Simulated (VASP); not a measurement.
Input of a VASP 6.6.1 run:

Contents of INCAR:

```
SYSTEM = SiGe
PREC = Accurate ; ENCUT = 520
EDIFF = 1E-6 ; ISMEAR = 0
SIGMA = 0.03 ; LREAL = .False.
LASPH = .True. ; NELM = 60
ALGO = Normal ; ISIF = 2
LWAVE = .False. ; LCHARG = .False.
NBANDS = 26
```

The input KPOINTS:

```
Automatic mesh
0
Gamma
  12 12 6
  0 0 0
```

File POSCAR:

```
SiGe
1.0
    3.8347660222      0.0000000000      0.0000000000
   -1.9173830111      3.3210047928      0.0000000000
    0.0000000000      0.0000000000      6.3373575767
Si Ge
2 2
Direct
    0.6666666667      0.3333333333      0.8745031008
    0.3333333333      0.6666666667      0.3745031008
    0.6666666667      0.3333333333      0.5004958992
    0.3333333333      0.6666666667      0.0004958992
```

Potentials or basis: VASP PAW LDA potentials, release 64 (Si, Ge_d).

Run with:

```bash
$ cat potpaw_LDA.64/Si/POTCAR potpaw_LDA.64/Ge_d/POTCAR > POTCAR
$ mpirun -np 1 vasp_std > vasp.out
```

What does it give for the largest force?

0.013 eV/Å.

Estimate the pressure.

2.6 GPa.

Predict the band gap on the k mesh.

0.27 eV (least direct gap 0.52 eV).

Forces on the atoms (eV/Å):
```
Si   0.000  0.000 -0.013
Si   0.000  0.000 -0.013
Ge   0.000  0.000  0.013
Ge   0.000  0.000  0.013
```

A k mesh can miss the band edges.
